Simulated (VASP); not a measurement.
# BaH4 (I4/mmm) in VASP: vibrations by perturbation theory with PBEsol

Aim: the vibrations by perturbation theory of BaH4 with PBEsol.

Program: VASP 6.6.1. These are calculated values, not measurements. Logs are shortened: lines on timing, memory, paths and dates and some standing lists are left out, and cuts for length are marked.

### Step 1. The cell of the first run

The structure is tetragonal, space group I4/mmm (No. 139). The conventional cell has a = 3.273 Å, b = 3.273 Å, c = 5.971 Å, α = 90.00°, β = 90.00°, γ = 90.00°. Within 2.9 Å of Ba (site symmetry 4/mmm) lie 18 H at 2.22 to 2.57 Å. Within 2.6 Å of H (site symmetry -4m2) lie 12 H at 1.96 to 2.52 Å and 4 Ba at 2.22 Å. Within 1.1 Å of H (site symmetry 4mm) lie 1 H at 0.84 Å.

### Step 2. Vibrations by perturbation theory, PBEsol

INCAR reads:

```
PREC = Accurate ; ENCUT = 500
EDIFF = 1E-8 ; ISMEAR = 0
SIGMA = 0.03 ; LREAL = False
LASPH = True ; NELM = 120
ALGO = Normal ; ISIF = 2
LWAVE = False ; LCHARG = False
GGA = PS ; IBRION = 8
NSW = 1 ; GGA_COMPAT = False
```

KPOINTS reads:

```
Automatic mesh
0
Gamma
  10 10 10
```

POSCAR reads:

```
BaH4
1.0
   -1.6367429616      1.6367429616      2.9852736169
    1.6367429616     -1.6367429616      2.9852736169
    1.6367429616      1.6367429616     -2.9852736169
Ba H
1 4
Direct
    0.0000000000      0.0000000000      0.0000000000
    0.7500000000      0.2500000000      0.5000000000
    0.2500000000      0.7500000000      0.5000000000
    0.4300267965      0.4300267965      0.0000000000
    0.5699732035      0.5699732035      0.0000000000
```

Potentials or basis: VASP PAW PBE potentials, release 64 (Ba_sv, H).

The run is started by

```bash
> cat potpaw_PBE.64/Ba_sv/POTCAR potpaw_PBE.64/H/POTCAR > POTCAR
> mpirun -np 1 vasp_std > vasp.out
```

OUTCAR:

```text
PREC = Accurate
   ENCUT = 500
   EDIFF = 1E-8
   ISMEAR = 0
   LREAL = False
   LASPH = True
   NELM = 120
   ISIF = 2
   GGA = PS
   IBRION = 8
   NSW = 1

 ion  position               nearest neighbor table
   1  0.000  0.000  0.000-   2 2.22   3 2.22   2 2.22   3 2.22   2 2.22   3 2.22   2 2.22   3 2.22
                             5 2.35   4 2.35   5 2.35   4 2.35   5 2.35   4 2.35   5 2.35   4 2.35
   2  0.750  0.250  0.500-   1 2.22   1 2.22   1 2.22   1 2.22
   3  0.250  0.750  0.500-   1 2.22   1 2.22   1 2.22   1 2.22
   4  0.430  0.430  0.000-   5 0.84   1 2.35   1 2.35   1 2.35   1 2.35   1 2.57
   5  0.570  0.570  0.000-   4 0.84   1 2.35   1 2.35   1 2.35   1 2.35   1 2.57

  LATTYP: Found a body centered tetragonal cell.
 ALAT       =     3.2734859232
 C/A-ratio  =     1.8239110764

  Lattice vectors:

 A1 = (  -1.6367429616,   1.6367429616,   2.9852736169)
 A2 = (   1.6367429616,  -1.6367429616,   2.9852736169)
 A3 = (   1.6367429616,   1.6367429616,  -2.9852736169)

Analysis of symmetry for initial positions (statically):
=====================================================================
 Subroutine PRICEL returns:
 Original cell was already a primitive cell.

 Routine SETGRP: Setting up the symmetry group for a
 body centered tetragonal supercell.

 Subroutine GETGRP returns: Found 16 space group operations
 (whereof 16 operations were pure point group operations)
 out of a pool of 16 trial point group operations.

The static configuration has the point symmetry D_4h.

Analysis of symmetry for dynamics (positions and initial velocities):
=====================================================================
 Subroutine PRICEL returns:
 Original cell was already a primitive cell.

 Routine SETGRP: Setting up the symmetry group for a
 body centered tetragonal supercell.

 Subroutine GETGRP returns: Found 16 space group operations
 (whereof 16 operations were pure point group operations)
 out of a pool of 16 trial point group operations.

The dynamic configuration has the point symmetry D_4h.

 Subroutine INISYM returns: Found 16 space group operations
 (whereof 16 operations are pure point group operations),
 and found     1 'primitive' translations

----------------------------------------------------------------------------------------

                                     Primitive cell

  volume of cell :      31.9893

  direct lattice vectors                    reciprocal lattice vectors
    -1.636742962  1.636742962  2.985273617     0.000000000  0.305484741  0.167488835
[... 487 lines left out ...]
------------------------ aborting loop because EDIFF is reached ----------------------------------------

  FORCE on cell =-STRESS in cart. coord.  units (eV):
  Direction    XX          YY          ZZ          XY          YZ          ZX
  --------------------------------------------------------------------------------------
  -------------------------------------------------------------------------------------
  Total       14.5029549     14.5029549     14.1412529      0.0000000      0.0000000      0.0000000
  in kB      726.3768283    726.3768283    708.2610731      0.0000000      0.0000000      0.0000000
  external PRESSURE =     720.3382432 kB  Pullay stress =       0.0000000 kB

 VOLUME and BASIS-vectors are now :
 -----------------------------------------------------------------------------
  energy-cutoff  :      500.00
  volume of cell :       31.99
      direct lattice vectors                 reciprocal lattice vectors
    -1.636742962  1.636742962  2.985273617     0.000000000  0.305484741  0.167488835
     1.636742962 -1.636742962  2.985273617     0.305484741  0.000000000  0.167488835
     1.636742962  1.636742962 -2.985273617     0.305484741  0.305484741  0.000000000

 POSITION                                       TOTAL-FORCE (eV/Angst)
 -----------------------------------------------------------------------------------
      0.00000      0.00000      0.00000        -0.000000     -0.000000     -0.000000
     -0.00000      1.63674      1.49264        -0.000000     -0.000000     -0.000000
      1.63674     -0.00000      1.49264        -0.000000     -0.000000      0.000000
      0.00000      0.00000      2.56750         0.000000      0.000000      0.030901
      0.00000      0.00000      3.40305        -0.000000     -0.000000     -0.030901
 -----------------------------------------------------------------------------------
    total drift:                               -0.000000     -0.000000      0.000000

  FREE ENERGIE OF THE ION-ELECTRON SYSTEM (eV)
  ---------------------------------------------------
  free  energy   TOTEN  =       -12.8913413945 eV

  energy  without entropy=      -12.8912174566  energy(sigma->0) =      -12.89127943

[... ionic steps 2 to 12 ...]

--------------------------------------- Ionic step       13  -------------------------------------------

------------------------ aborting loop because EDIFF is reached ----------------------------------------

[... ionic steps 14 to 14 ...]

--------------------------------------- Ionic step       15  -------------------------------------------

 Free energy of the ion-electron system (eV)
  ---------------------------------------------------
  ---------------------------------------------------
  free energy    TOTEN  =        -0.01804711 eV

  energy without entropy =       -0.01804719

------------------------ aborting loop because EDIFF is reached ----------------------------------------

 INTERNAL STRAIN TENSOR  FOR ION    4  DIRECTION 3   (eV/Angst):
 -----------------------------------------------------------------------------
     2.92224  0.00000  0.00000
     0.00000  2.92224  0.00000
     0.00000 -0.00000 12.86965

 INTERNAL STRAIN TENSOR FOR ION    5 for displacements in x,y,z  (eV/Angst):
          X           Y           Z          XY          YZ          ZX
  --------------------------------------------------------------------------------
  x     0.00000     0.00000     0.00000     0.00000     0.00000    -4.21026
  y     0.00000     0.00000     0.00000     0.00000    -4.21222     0.00000
  z    -2.92224    -2.92224   -12.86965     0.00000     0.00000     0.00000

 SECOND DERIVATIVES (NOT SYMMETRIZED)
 ------------------------------------
               1X          1Y          1Z          2X          2Y          2Z          3X          3Y          3Z          4X          4Y          4Z          5X          5Y          5Z
  1X   -17.195133   -0.000000    0.000000    4.242199    0.000000    0.000000    4.242199    0.000000    0.000000    4.355367    0.000000    0.000000    4.355367    0.000000    0.000000
  1Y     0.000000  -17.195133    0.000000   -0.000000    4.242199    0.000000   -0.000000    4.242199    0.000000   -0.000000    4.355367    0.000000   -0.000000    4.355367    0.000000
  1Z     0.000000    0.000000  -13.642237    0.000000    0.000000    5.152497    0.000000    0.000000    5.152497    0.000000    0.000000    1.668622    0.000000    0.000000    1.668622
  2X     4.241052   -0.000000    0.000000   -4.594723    0.000000    0.000000    0.989758    0.000000    0.000000    0.139227    0.000000    0.000000   -0.775314    0.000000    0.000000
  2Y     0.000000    4.241052    0.000000    0.000000   -4.594723    0.000000    0.000000    0.989758   -0.000000   -0.000000   -0.775314    0.000000   -0.000000    0.139227    0.000000
  2Z     0.000000    0.000000    5.149878    0.000000    0.000000   -6.733607   -0.000000    0.000000    2.449250   -0.000000    0.000000   -0.432761    0.000000    0.000000   -0.432761
  3X     4.241052   -0.000000    0.000000    0.989758    0.000000    0.000000   -4.594723    0.000000    0.000000   -0.775314    0.000000    0.000000    0.139227    0.000000    0.000000
  3Y     0.000000    4.241052    0.000000    0.000000    0.989758   -0.000000    0.000000   -4.594723    0.000000   -0.000000    0.139227    0.000000   -0.000000   -0.775314    0.000000
  3Z     0.000000    0.000000    5.149878   -0.000000    0.000000    2.449250    0.000000    0.000000   -6.733607    0.000000    0.000000   -0.432761   -0.000000    0.000000   -0.432761
  4X     4.354958   -0.000000    0.000000    0.134237   -0.000000    0.000000   -0.774408   -0.000000    0.000000   -4.566538    0.000000    0.000000    0.851750    0.000000    0.000000
  4Y     0.000000    4.354958   -0.000000    0.000000   -0.774408   -0.000000    0.000000    0.134237    0.000000    0.000000   -4.566538    0.000000    0.000000    0.851750    0.000000
  4Z     0.000000    0.000000    1.669273    0.000000    0.000000   -0.434533    0.000000    0.000000   -0.434533    0.000000    0.000000  -17.344548    0.000000   -0.000000   16.544342
  5X     4.354958   -0.000000    0.000000   -0.774408   -0.000000    0.000000    0.134237   -0.000000    0.000000    0.851750    0.000000    0.000000   -4.566538    0.000000    0.000000
  5Y     0.000000    4.354958   -0.000000    0.000000    0.134237    0.000000    0.000000   -0.774408   -0.000000    0.000000    0.851750    0.000000    0.000000   -4.566538    0.000000
  5Z     0.000000    0.000000    1.669273    0.000000    0.000000   -0.434533    0.000000    0.000000   -0.434533    0.000000   -0.000000   16.544342    0.000000    0.000000  -17.344548

 Eigenvectors and eigenvalues of the dynamical matrix
 ----------------------------------------------------

   1 f  =   91.007964 THz   571.819899 2PiTHz 3035.698901 cm-1   376.378525 meV
             X         Y         Z           dx          dy          dz
      0.000000  0.000000  0.000000     0.000000    0.000000    0.000000
     -0.000000  1.636743  1.492637    -0.000000    0.000000   -0.000000
      1.636743 -0.000000  1.492637     0.000000   -0.000000   -0.000000
      0.000000  0.000000  2.567495     0.000000    0.000000    0.707107
      0.000000  0.000000  3.403052    -0.000000   -0.000000   -0.707107
[... 105 lines left out ...]
  15 f/i=    0.003649 THz     0.022930 2PiTHz    0.121730 cm-1     0.015093 meV
             X         Y         Z           dx          dy          dz
      0.000000  0.000000  0.000000     0.000000    0.000000   -0.985721
     -0.000000  1.636743  1.492637     0.000000    0.000000   -0.084064
      1.636743 -0.000000  1.492637     0.000000    0.000000   -0.084064
      0.000000  0.000000  2.567495     0.000000    0.000000   -0.084323
      0.000000  0.000000  3.403052     0.000000    0.000000   -0.084323

--------------------------------------------------------------------------------------------------------

 ELASTIC MODULI CONTR FROM IONIC RELAXATION (kBar)
 Direction    XX          YY          ZZ          XY          YZ          ZX
 --------------------------------------------------------------------------------
 XX       -1052.6089   1002.1264   -111.1632      0.0000     -0.0000     -0.0000
 YY        1002.1264  -1052.6089   -111.1632      0.0000      0.0000      0.0000
 ZZ        -111.1632   -111.1632   -489.5661      0.0000      0.0000      0.0000
 XY           0.0000      0.0000      0.0000      0.0000      0.0000      0.0000
 YZ          -0.0000      0.0000      0.0000      0.0000  -2122.7464     -0.0000
 ZX          -0.0000      0.0000      0.0000      0.0000     -0.0000  -2122.2733
 --------------------------------------------------------------------------------
```

Run time: 10 min. Hardware: 1 thread of Intel Xeon 6975P-C (Granite Rapids), shared host; peak memory 0.41 GiB.

Results:

| Quantity | Value |
| --- | --- |
| Highest phonon frequency at Γ | 3036 cm⁻¹ |

Phonon frequencies in cm⁻¹ (negative: imaginary):
```tsv
q point	frequencies
(0.000, 0.000, 0.000)	0 0 0 404 906 906 1097 1097 1116 1117 1117 1321 1321 1580 3036
```

Caveat: the cell stands under pressure or tension, which shifts response properties; the PAW data sets were made with another functional, which shifts forces and pressure a little; spin-orbit coupling is left out, which moves the levels of the heavy elements.
